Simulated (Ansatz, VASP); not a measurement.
## One calculation of Na, two programs

The input INCAR:

```
SYSTEM = Na
ALGO = Normal
DIPOL = 0.5 0.5 0.463
EDIFF = 1E-6
ENCUT = 520
GGA = PE
IDIPOL = 3
ISIF = 2
ISMEAR = 0
IVDW = 12
LASPH = .TRUE.
LCHARG = .FALSE.
LDIPOL = .TRUE.
LREAL = Auto
LWAVE = .FALSE.
NBANDS = 70
NELM = 80
PREC = Accurate
SIGMA = 0.1
```

File KPOINTS:

```
k-points
0
G
  3 3 1
  0 0 0
```

Contents of POSCAR:

```
Na
1.0
    8.1558973628      0.0000000000      0.0000000000
    0.0000000000      8.1558973628      0.0000000000
    0.0000000000      0.0000000000     24.1169230221
Na
16
Direct
    0.2500000000      0.7500000000      0.3317172756
    0.2500000000      0.2500000000      0.3317172756
    0.7500000000      0.7500000000      0.3317172756
    0.7500000000      0.2500000000      0.3317172756
    0.5000000000      0.5000000000      0.4162626522
    0.5000000000      0.0000000000      0.4162626522
    0.0000000000      0.5000000000      0.4162626522
    0.0000000000      0.0000000000      0.4162626522
    0.7500863908      0.2543023243      0.5034018454
    0.7502599452      0.7519338905      0.5030122037
    0.2507277159      0.2489806381      0.5069699714
    0.2505426891      0.7527056374      0.5082130413
   -0.0033429613     -0.0017402182      0.6011750077
   -0.0111390281      0.5002557589      0.5972410589
    0.5061905641      0.0000138200      0.6011223641
    0.5115180390      0.4997531260      0.5972439938
```

Input for Ansatz:

```yaml
crystal:
  lattice:
    - [8.155897354, 0.0, 0.0]
    - [0.0, 8.155897354, 0.0]
    - [0.0, 0.0, 24.1169230155]
  atoms:
    - { symbol: Na, position: [0.25, 0.75, 0.3317172756] }
    - { symbol: Na, position: [0.25, 0.25, 0.3317172756] }
    - { symbol: Na, position: [0.75, 0.75, 0.3317172756] }
    - { symbol: Na, position: [0.75, 0.25, 0.3317172756] }
    - { symbol: Na, position: [0.5, 0.5, 0.4162626522] }
    - { symbol: Na, position: [0.5, 0.0, 0.4162626522] }
    - { symbol: Na, position: [0.0, 0.5, 0.4162626522] }
    - { symbol: Na, position: [0.0, 0.0, 0.4162626522] }
    - { symbol: Na, position: [0.750086475, 0.2543025439, 0.5034017095] }
    - { symbol: Na, position: [0.7502598187, 0.7519341144, 0.5030122436] }
    - { symbol: Na, position: [0.2507276925, 0.2489806173, 0.5069699785] }
    - { symbol: Na, position: [0.2505429637, 0.7527059702, 0.5082132094] }
    - { symbol: Na, position: [-0.003342398, -0.0017400385, 0.6011750298] }
    - { symbol: Na, position: [-0.0111390358, 0.5002560482, 0.5972409855] }
    - { symbol: Na, position: [0.5061908905, 1.42225e-05, 0.6011225666] }
    - { symbol: Na, position: [0.5115182154, 0.4997533762, 0.5972440086] }
basis:
  ecutwfc: 420
kpoints:
  mp_grid: { grid: [3, 3, 1] }
hamiltonian:
  xc: pbe
  dispersion: d3bj
scf:
  occupations: { method: gaussian, width: 0.1 }
output:
  forces: true
  eigenvalues: true
  write_density: true
  volumetric_format: npy
efield:
  axis: 3
  dipole_correction: true
  ramp_width: 0.04
```

Alike in both runs: task single point; functional PBE; dispersion D3(BJ); k mesh 3 × 3 × 1; occupations gaussian, width 0.1 eV; no spin polarisation.

|  | VASP | Ansatz |
| --- | --- | --- |
| version | VASP 6.6.1 | Ansatz 0.2.0 |
| potentials or method | VASP PAW PBE potentials, release 64 (Na_pv), cutoff 520 eV | scalar-relativistic, plane waves, PAW |
| valence electrons in the cell | 112 | 144 |

```csv
,VASP,Ansatz,Ansatz less VASP
gap on the k mesh at the Fermi level (eV),none,none,-
rms of the force components (eV/Å),0.033,0.033,0.0000
```

Atom by atom the forces differ by 0.000 eV/Å (rms over components). A gap of «none» marks a metal or a gap that the smearing closes. VASP's potentials hold 112 valence electrons a cell and Ansatz's 144, so a difference there can come from the potentials and not from the codes.
